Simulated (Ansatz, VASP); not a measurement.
Given: the input of a run of VASP 6.6.1 on Pt.

File INCAR:

```
SYSTEM = Pt
  PREC = Accurate
  ENCUT = 520
  EDIFF = 1E-7
  ISMEAR = -1
  SIGMA = 0.04
  LREAL = .False.
  LASPH = .True.
  NELM = 80
  ALGO = Fast
  ISIF = 2
  LWAVE = .False.
  LCHARG = .False.
  GGA = PE
  NBANDS = 11
```

File KPOINTS:

```
Automatic mesh
0
Gamma
  8 8 8
  0 0 0
```

File POSCAR:

```
Pt
1.0
    0.0000000000      1.9609000000      1.9609000000
    1.9609000000      0.0000000000      1.9609000000
    1.9609000000      1.9609000000      0.0000000000
Pt
1
Direct
    0.0000000000      0.0000000000      0.0000000000
```

Potentials or basis: VASP PAW PBE potentials, release 64 (Pt).

Run with:

```sh
$ cat potpaw_PBE.64/Pt/POTCAR > POTCAR
$ mpirun -np 1 vasp_std > vasp.out
```

Set up the same calculation for Ansatz 0.2.0. Potentials there: all-electron LAPW, scalar-relativistic.

As run (the cutoff follows the program's own potentials):

Contents of input.yaml:

```yaml
crystal:
  lattice:
    - [0.0, 1.9609, 1.9609]
    - [1.9609, 0.0, 1.9609]
    - [1.9609, 1.9609, 0.0]
  atoms:
    - { symbol: Pt, position: [0.0, 0.0, 0.0] }
kpoints:
  mp_grid: { grid: [8, 8, 8] }
scf:
  occupations: { method: fermi_dirac, width: 0.04 }
hamiltonian:
  xc: pbe
  pseudopotentials: { kind: all_electron, lapw: { basis_error: 0.002 } }
output:
  forces: true
  stress: true
  eigenvalues: true
```

Potentials or basis: all-electron LAPW, scalar-relativistic.

The run is started by

```bash
$ ansatz run input.yaml --threads 1 --pin off --max-ram 3072MiB --backend cpu --events-out ev --progress --plain --runs-dir out
```

Both were run:

|  | VASP | Ansatz | Ansatz less VASP |
| --- | --- | --- | --- |
| gap on the k mesh at the Fermi level (eV) | none | none | - |
| pressure (GPa) | 8.9 | 9.4 | +0.54 |

A gap of «none» marks a metal or a gap that the smearing closes. Ansatz ran all-electron here, and VASP with PAW potentials.

Neither program's run includes spin-orbit coupling. Noted on Ansatz's run: the k mesh is thin for a metal, which can move the energy by tens of meV per atom.
